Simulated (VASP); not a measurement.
# Re (Pm-3m) in VASP: notebook

Runs on Re. Level: revPBE. Tasks: single point.

All numbers are computed with VASP 6.6.1; they aren't measurements. Logs are shortened: lines on timing, memory, paths and dates and some standing lists are left out, and cuts for length are marked.

## (1) The cell of the first run

Symmetry: Pm-3m, No. 221, cubic system. Conventional cell: a = 2.588 Å, b = 2.588 Å, c = 2.588 Å, α = 90.00°, β = 90.00°, γ = 90.00°. Re (site symmetry m-3m) has 6 Re at 2.59 Å within 3.4 Å.

## (2) Single point, revPBE

Contents of INCAR:

```
SYSTEM = Re
ALGO     = Normal         ! electronic algorithm
EDIFF    = 1E-6           ! SCF threshold, eV
ENCUT    = 520            ! plane-wave cutoff, eV
GGA      = RE             ! functional
ISIF     = 2              ! what is computed and relaxed
ISMEAR   = -1             ! smearing method
LASPH    = .TRUE.         ! aspherical terms in the spheres
LCHARG   = .FALSE.        ! write CHGCAR
LREAL    = .FALSE.        ! projectors in reciprocal space
LWAVE    = .FALSE.        ! write WAVECAR
NBANDS   = 10             ! bands
NELM     = 60             ! most SCF steps
PREC     = Accurate       ! precision mode
SIGMA    = 0.1            ! smearing width, eV
```

Contents of KPOINTS:

```
k-points
0
G
  12 12 12
  0 0 0
```

Contents of POSCAR:

```
Re
1.0
    2.5881583674      0.0000000000      0.0000000000
    0.0000000000      2.5881583674      0.0000000000
    0.0000000000      0.0000000000      2.5881583674
Re
1
Direct
    0.0000000000      0.0000000000      0.0000000000
```

Potentials or basis: VASP PAW PBE potentials, release 64 (Re).

Started as:

```sh
$ cat potpaw_PBE.64/Re/POTCAR > POTCAR
$ mpirun -np 1 vasp_std > vasp.out
```

OUTCAR:

```text
SYSTEM = Re
   EDIFF = 1E-6
   ENCUT = 520
   GGA = RE
   ISIF = 2
   ISMEAR = -1
   LASPH = .TRUE.
   LREAL = .FALSE.
   NELM = 60
   PREC = Accurate

 ion  position               nearest neighbor table
   1  0.000  0.000  0.000-

  LATTYP: Found a simple cubic cell.
 ALAT       =     2.5881583674

  Lattice vectors:

 A1 = (   2.5881583674,   0.0000000000,   0.0000000000)
 A2 = (   0.0000000000,   2.5881583674,   0.0000000000)
 A3 = (   0.0000000000,   0.0000000000,   2.5881583674)

Analysis of symmetry for initial positions (statically):
=====================================================================
 Subroutine PRICEL returns:
 Original cell was already a primitive cell.

 Routine SETGRP: Setting up the symmetry group for a
 simple cubic supercell.

 Subroutine GETGRP returns: Found 48 space group operations
 (whereof 48 operations were pure point group operations)
 out of a pool of 48 trial point group operations.

The static configuration has the point symmetry O_h .

Analysis of symmetry for dynamics (positions and initial velocities):
=====================================================================
 Subroutine PRICEL returns:
 Original cell was already a primitive cell.

 Routine SETGRP: Setting up the symmetry group for a
 simple cubic supercell.

 Subroutine GETGRP returns: Found 48 space group operations
 (whereof 48 operations were pure point group operations)
 out of a pool of 48 trial point group operations.

The dynamic configuration has the point symmetry O_h .

 Subroutine INISYM returns: Found 48 space group operations
 (whereof 48 operations are pure point group operations),
 and found     1 'primitive' translations

----------------------------------------------------------------------------------------

                                     Primitive cell

  volume of cell :      17.3369

  direct lattice vectors                    reciprocal lattice vectors
     2.588158367  0.000000000  0.000000000     0.386375120  0.000000000  0.000000000
     0.000000000  2.588158367  0.000000000     0.000000000  0.386375120  0.000000000
     0.000000000  0.000000000  2.588158367     0.000000000  0.000000000  0.386375120

  length of vectors
     2.588158367  2.588158367  2.588158367     0.386375120  0.386375120  0.386375120

  position of ions in fractional coordinates (direct lattice)
     0.000000000  0.000000000  0.000000000

  ion indices of the primitive-cell ions
   primitive index   ion index
                 1           1

----------------------------------------------------------------------------------------

 KPOINTS: k-points

Automatic generation of k-mesh.
 Grid dimensions read from file:
 generate k-points for:   12   12   12

 Generating k-lattice:

  Cartesian coordinates                     Fractional coordinates (reciprocal lattice)
     0.032197927  0.000000000  0.000000000     0.083333333  0.000000000  0.000000000
     0.000000000  0.032197927  0.000000000     0.000000000  0.083333333  0.000000000
     0.000000000  0.000000000  0.032197927     0.000000000  0.000000000  0.083333333

  Length of vectors
     0.032197927  0.032197927  0.032197927

  Shift w.r.t. Gamma in fractional coordinates (k-lattice)
     0.000000000  0.000000000  0.000000000

 Subroutine IBZKPT returns following result:
 ===========================================

 Found     84 irreducible k-points:

 Following reciprocal coordinates:
            Coordinates               Weight
  0.000000  0.000000  0.000000      1.000000
  0.083333  0.000000  0.000000      6.000000
  0.166667  0.000000  0.000000      6.000000
  0.250000  0.000000  0.000000      6.000000
  0.333333  0.000000  0.000000      6.000000
  0.416667  0.000000  0.000000      6.000000
[... 16 lines left out ...]
  0.333333  0.333333  0.000000     12.000000
  0.416667  0.333333  0.000000     24.000000
 [... further k-points ...]
   k-points           NKPTS =     84   k-points in BZ     NKDIM =     84   number of bands    NBANDS=     10
   number of dos      NEDOS =    301   number of ions     NIONS =      1
   total plane-waves  NPLWV =   8000
   dimension x,y,z NGX =    20 NGY =   20 NGZ =   20
   dimension x,y,z NGXF=    40 NGYF=   40 NGZF=   40
   ions per type =               1
   NGX,Y,Z   is equivalent  to a cutoff of  12.85, 12.85, 12.85 a.u.
   NGXF,Y,Z  is equivalent  to a cutoff of  25.69, 25.69, 25.69 a.u.
 SYSTEM =  Re
   PREC   = accura    normal or accurate (medium, high low for compatibility)
   ISTART =      0    job   : 0-new  1-cont  2-samecut
   ICHARG =      2    charge: 1-file 2-atom 10-const
   ISPIN  =      1    spin polarized calculation?
   LNONCOLLINEAR =      F non collinear calculations
   LSORBIT =      F    spin-orbit coupling
   LASPH  =      T    aspherical Exc in radial PAW
   ENCUT  =  520.0 eV  38.22 Ry    6.18 a.u.   4.81  4.81  4.81*2*pi/ulx,y,z
   NELM   =     60;   NELMIN=  2; NELMDL= -5     # of ELM steps
   EDIFF  = 0.1E-05   stopping-criterion for ELM
   LREAL  =      F    real-space projection
   EDIFFG = 0.1E-04   stopping-criterion for IOM
   NSW    =      0    number of steps for IOM
   IBRION =     -1    ionic relax: 0-MD 1-quasi-New 2-CG
   NFREE  =      0    steps in history (QN), initial steepest desc. (CG)
   ISIF   =      2    stress and relaxation
   ISYM   =      2    0-nonsym 1-usesym 2-fastsym
   POTIM  = 0.5000    time-step for ionic-motion
   TEBEG  =    0.0;   TEEND  =   0.0 temperature during run
   PSTRESS=    0.0 pullay stress
   NELECT =       7.0000    total number of electrons
   NUPDOWN=      -1.0000    fix difference up-down
   EMIN   =  10.00;   EMAX   =-10.00  energy-range for DOS
   EFERMI =   0.00;   METHOD = LEGACY
   ISMEAR =    -1;   SIGMA  =   0.10  broadening in eV -4-tet -1-fermi 0-gaus
   EFERMI_NEDOS =   21; number of points for ismear=-14 and -15
   IALGO  =     38    algorithm
   IMIX   =      4    mixing-type and parameters
     AMIX     =   0.40;   BMIX     =  1.00
     AMIX_MAG =   1.60;   BMIX_MAG =  1.00
  volume/ion in A,a.u.               =      17.34       117.00
  Fermi-wavevector in a.u.,A,eV,Ry     =   1.209994  2.286558 19.920103  1.464086
  Thomas-Fermi vector in A             =   2.345555
   LORBIT       =      0    0 simple, 1 ext, 2 COOP (PROOUT), +10 PAW based schemes
   GGA     = RE    functional components
   LHFCALC =     F    Hartree Fock is set to
   AEXX    =    0.0000 exact exchange contribution
   IVDW    =     0    specifies the selected vdW correction
   LEPSILON=     F    determine dielectric tensor
   LRPA    =     F    only Hartree local field effects (RPA)
 non-spin polarized calculation
  energy-cutoff  :      520.00
  volume of cell :       17.34
 maximum number of plane-waves:       480
 NGX is ok and might be reduce to    20
   NGX =  9   NGY =  9   NGZ =  9

 number of electron       7.0000001 magnetization

 Free energy of the ion-electron system (eV)
  ---------------------------------------------------
  ext. energy  EPLUGINS =         0.00000000
  ---------------------------------------------------
  free energy    TOTEN  =       -10.59871071 eV

  energy without entropy =      -10.55594438  energy(sigma->0) =      -10.57732754

 E-fermi :   6.5606     XC(G=0): -12.6540

 val. band max:        6.5331735004   @ k =   0.4167   0.4167   0.0833
 cond. band min:       6.5644265200   @ k =   0.5000   0.4167   0.0833
 fundamental gap:      0.0312530196
 Fermi energy:         6.5606136483

 k-point     1 :       0.0000    0.0000    0.0000
  band No.  band energies     occupation
      1      -2.5332      2.00000
      2       1.3263      2.00000
      3       1.3263      2.00000
      4       9.9846      0.00000
      5       9.9846      0.00000
      6       9.9846      0.00000
      7      21.7719      0.00000
      8      21.7719      0.00000
      9      21.7719      0.00000
     10      27.6752      0.00000

 k-point     2 :       0.0833    0.0000    0.0000
  band No.  band energies     occupation
      1      -2.3092      2.00000
      2       1.3812      2.00000
      3       1.5627      2.00000
      4       9.6604      0.00000
      5       9.6604      0.00000
      6      10.0084      0.00000
      7      20.5370      0.00000
      8      22.2382      0.00000
      9      22.2382      0.00000
     10      28.5625      0.00000

 k-point     3 :       0.1667    0.0000    0.0000
  band No.  band energies     occupation
      1      -1.7096      2.00000
      2       1.5348      2.00000
      3       2.2668      2.00000
      4       8.8730      0.00000
      5       8.8730      0.00000
      6      10.0738      0.00000
      7      18.3509      0.00000
      8      23.4300      0.00000
      9      23.4300      0.00000
     10      26.6407      0.00000

 k-point     4 :       0.2500    0.0000    0.0000
  band No.  band energies     occupation
      1      -0.9066      2.00000
      2       1.7539      2.00000
      3       3.3572      2.00000
      4       7.9597      0.00000
      5       7.9597      0.00000
      6      10.1646      0.00000
      7      16.3791      0.00000
      8      24.5658      0.00000
      9      24.9589      0.00000
     10      24.9589      0.00000

 k-point     5 :       0.3333    0.0000    0.0000
  band No.  band energies     occupation
      1      -0.0834      2.00000
      2       1.9852      2.00000
      3       4.5328      2.00000
      4       7.1719      0.00442
      5       7.1719      0.00442
      6      10.2570      0.00000
      7      15.0763      0.00000
      8      22.9708      0.00000
      9      26.5076      0.00000
     10      26.5080      0.00000

 k-point     6 :       0.4167    0.0000    0.0000
  band No.  band energies     occupation
      1       0.5740      2.00000
      2       2.1631      2.00000
      3       5.3220      1.99999
      4       6.6525      0.57050
      5       6.6525      0.57047
      6      10.3257      0.00000
      7      14.6567      0.00000
      8      21.9634      0.00000
      9      26.9948      0.00000
     10      27.7868      0.00000
[... 183 lines left out ...]
 k-point    21 :       0.4167    0.2500    0.0000
  band No.  band energies     occupation
      1       1.6617      2.00000
      2       2.3995      2.00000
      3       5.0133      2.00000
      4       6.9791      0.03001
      5       8.5238      0.00000
      6       8.6690      0.00000
      7      15.1718      0.00000
      8      21.5259      0.00000
      9      23.9947      0.00000
     10      26.8582      0.00000

 k-point    22 :       0.5000    0.2500    0.0000
  band No.  band energies     occupation
      1       2.0508      2.00000
      2       2.0667      2.00000
      3       4.9985      2.00000
      4       6.8065      0.15758
      5       8.5611      0.00000
      6       9.5114      0.00000
      7      14.5485      0.00000
      8      22.8065      0.00000
      9      23.1603      0.00000
     10      25.4210      0.00000

 k-point    23 :       0.3333    0.3333    0.0000
  band No.  band energies     occupation
      1       1.3931      2.00000
      2       2.3415      2.00000
      3       6.7494      0.26304
      4       7.3909      0.00050
      5       7.5360      0.00012
      6       7.7791      0.00001
      7      16.2903      0.00000
      8      19.5581      0.00000
      9      24.4119      0.00000
     10      29.5087      0.00000

 k-point    24 :       0.4167    0.3333    0.0000
  band No.  band energies     occupation
      1       1.2570      2.00000
      2       2.3515      2.00000
      3       7.1507      0.00546
      4       7.1544      0.00526
      5       7.7896      0.00001
      6       9.2188      0.00000
      7      15.0414      0.00000
      8      20.3049      0.00000
      9      23.3753      0.00000
     10      27.5033      0.00000

 [... further k-points ...]
[... 5 lines left out ...]
  --------------------------------------------------------------------------------------
  -------------------------------------------------------------------------------------
  Total       -0.1179444     -0.1179444     -0.1179444      0.0000000      0.0000000     -0.0000000
  in kB      -10.8997214    -10.8997214    -10.8997214      0.0000000      0.0000000     -0.0000000
  external PRESSURE =     -10.8997214 kB  Pullay stress =       0.0000000 kB

 VOLUME and BASIS-vectors are now :
 -----------------------------------------------------------------------------
  energy-cutoff  :      520.00
  volume of cell :       17.34
      direct lattice vectors                 reciprocal lattice vectors
     2.588158367  0.000000000  0.000000000     0.386375120  0.000000000  0.000000000
     0.000000000  2.588158367  0.000000000     0.000000000  0.386375120  0.000000000
     0.000000000  0.000000000  2.588158367     0.000000000  0.000000000  0.386375120

 POSITION                                       TOTAL-FORCE (eV/Angst)
 -----------------------------------------------------------------------------------
      0.00000      0.00000      0.00000         0.000000      0.000000      0.000000
 -----------------------------------------------------------------------------------
    total drift:                                0.000000      0.000000      0.000000

  FREE ENERGIE OF THE ION-ELECTRON SYSTEM (eV)
  ---------------------------------------------------
  free  energy   TOTEN  =       -10.5987107058 eV

  energy  without entropy=      -10.5559443761  energy(sigma->0) =      -10.57732754
```

Wall time 5.5 s (1 thread of Intel Xeon 6975P-C (Granite Rapids), shared host); peak memory 0.13 GiB.

What came out:

* Free energy: -10.5987 eV
* Pressure: -1.1 GPa

Levels at points of the mesh, in eV from the Fermi level:
```tsv
k point	band 1	band 2	band 3	band 4	band 5	band 6
(0.00, 0.00, 0.00)	-9.09	-5.23	-5.23	3.42	3.42	3.42
(0.50, 0.00, 0.00)	-5.72	-4.33	-1.01	-0.09	-0.09	3.79
(0.50, 0.50, 0.00)	-6.19	-3.79	0.61	0.61	4.60	4.60
(0.50, 0.50, 0.50)	-4.64	-4.64	-4.64	6.22	6.22	7.97
```

Caveat: the PAW data sets were made with another functional, which shifts forces and pressure a little; spin-orbit coupling is left out, which moves the levels of the heavy elements.

## (3) Single point, revPBE (volume scaled by 0.88)

Contents of INCAR:

```
ALGO = Normal ; EDIFF = 1E-6
ENCUT = 520 ; GGA = RE
ISIF = 2 ; ISMEAR = -1
LASPH = True ; LCHARG = False
LREAL = False ; LWAVE = False
NBANDS = 10 ; NELM = 80
PREC = Accurate ; SIGMA = 0.1
```

Contents of KPOINTS:

```
k-points
0
Gamma
  14 14 14
```

Contents of POSCAR:

```
Re
1.0
    2.4801906790      0.0000000000      0.0000000000
    0.0000000000      2.4801906790      0.0000000000
    0.0000000000      0.0000000000      2.4801906790
Re
1
Direct
    0.0000000000      0.0000000000      0.0000000000
```

Potentials or basis: VASP PAW PBE potentials, release 64 (Re).

Started as:

```sh
$ cat potpaw_PBE.64/Re/POTCAR > POTCAR
$ mpirun -np 1 vasp_std > vasp.out
```

Run time: 6.1 s. Hardware: 1 thread of Intel Xeon 6975P-C (Granite Rapids), shared host; peak memory 0.13 GiB.

It converged, with:

```yaml
Free_energy: -10.3891 eV
Pressure: 40.6 GPa
```

Levels at points of the mesh, in eV from the Fermi level:
```csv
k point,band 1,band 2,band 3,band 4,band 5,band 6,band 7,band 8
"(0.00, 0.00, 0.00)",-10.03,-6.22,-6.22,4.11,4.11,4.11,16.28,16.28
"(0.50, 0.00, 0.00)",-6.36,-5.14,-1.20,-0.22,-0.22,4.57,9.69,15.28
"(0.50, 0.50, 0.00)",-7.48,-4.32,0.65,0.65,5.13,5.13,7.19,15.91
"(0.50, 0.50, 0.50)",-5.65,-5.65,-5.65,7.52,7.52,7.52,13.08,13.08
```

Caveat: the PAW data sets were made with another functional, which shifts forces and pressure a little; spin-orbit coupling is left out, which moves the levels of the heavy elements.

## (4) Single point, revPBE (volume scaled by 0.92)

Contents of INCAR:

```
SYSTEM = Re
PREC = Accurate ; ENCUT = 520
EDIFF = 1E-6 ; ISMEAR = -1
SIGMA = 0.1 ; LREAL = .FALSE.
LASPH = .TRUE. ; NELM = 80
ALGO = Normal ; ISIF = 2
LWAVE = .FALSE. ; LCHARG = .TRUE.
GGA = RE ; LELF = .TRUE.
LVHAR = .TRUE. ; NBANDS = 10
```

Contents of KPOINTS:

```
Automatic mesh
0
G
  14 14 14
  0 0 0
```

Contents of POSCAR:

```
Re
1.0
    2.5172139087      0.0000000000      0.0000000000
    0.0000000000      2.5172139087      0.0000000000
    0.0000000000      0.0000000000      2.5172139087
Re
1
Direct
    0.0000000000      0.0000000000      0.0000000000
```

Started as:

```sh
$ cat potpaw_PBE.64/Re/POTCAR > POTCAR
$ mpirun -np 1 vasp_std > vasp.out
```

It took 7.2 s on 1 thread of Intel Xeon 6975P-C (Granite Rapids), shared host; peak memory 0.14 GiB.

It converged, with:

```
Free energy : -10.5262 eV
Pressure    : 23.3 GPa
```

Levels at points of the mesh, in eV from the Fermi level:
| k point | band 1 | band 2 | band 3 | band 4 | band 5 | band 6 |
| --- | --- | --- | --- | --- | --- | --- |
| (0.00, 0.00, 0.00) | -9.72 | -5.89 | -5.89 | 3.83 | 3.83 | 3.83 |
| (0.50, 0.00, 0.00) | -6.16 | -4.87 | -1.16 | -0.19 | -0.19 | 4.26 |
| (0.50, 0.50, 0.00) | -7.03 | -4.16 | 0.61 | 0.61 | 4.91 | 4.91 |
| (0.50, 0.50, 0.50) | -5.31 | -5.31 | -5.31 | 7.01 | 7.01 | 7.67 |

Caveat: the PAW data sets were made with another functional, which shifts forces and pressure a little; spin-orbit coupling is left out, which moves the levels of the heavy elements.

(Part 1 of 2 ends here.)
